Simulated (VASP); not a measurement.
Runs of VASP 6.6.1 on BeZn2Te3. The structure is that of space group P-62m (No. 189), or close to it. The cells are those of the table. 

```csv
cell,k mesh,gap on the mesh (eV),pressure (GPa),largest force (eV/Å)
"a = 4.357, b = 4.357, c = 8.196 Å, angles 90.0, 90.0, 120.0°, 6 atoms",6 × 6 × 2,none,112.9,11.14
"a = 6.299, b = 6.299, c = 6.804 Å, angles 90.0, 90.0, 120.0°, 6 atoms",6 × 6 × 6,none,0.1,0.02
"a = 6.284, b = 6.284, c = 6.808 Å, angles 90.0, 90.0, 120.0°, 6 atoms",6 × 6 × 2,none,0.1,(b)
"a = 6.333, b = 6.333, c = 6.800 Å, angles 90.0, 90.0, 120.0°, 6 atoms",3 × 3 × 4,none,0.0,(a)
```

Alike in all rows: task single point; level PBE; potentials or basis VASP PAW PBE potentials, release 64 (Be, Zn, Te); no spin polarisation; cutoff (eV) 520; smearing gaussian 0.1 eV.

Estimate the missing entries.

(a) 0.04; (b) 0.03.

Caveats: some runs use coarse meshes; spin-orbit coupling is left out, which moves the levels of the heavy elements; forces of over 1 eV/Å act on the atoms, so gaps and moduli don't describe the material at rest (some runs).

A k mesh can miss the band edges, and the runs leave out spin-orbit coupling on Te.

A gap of «none» marks levels without a gap at the run's occupations.
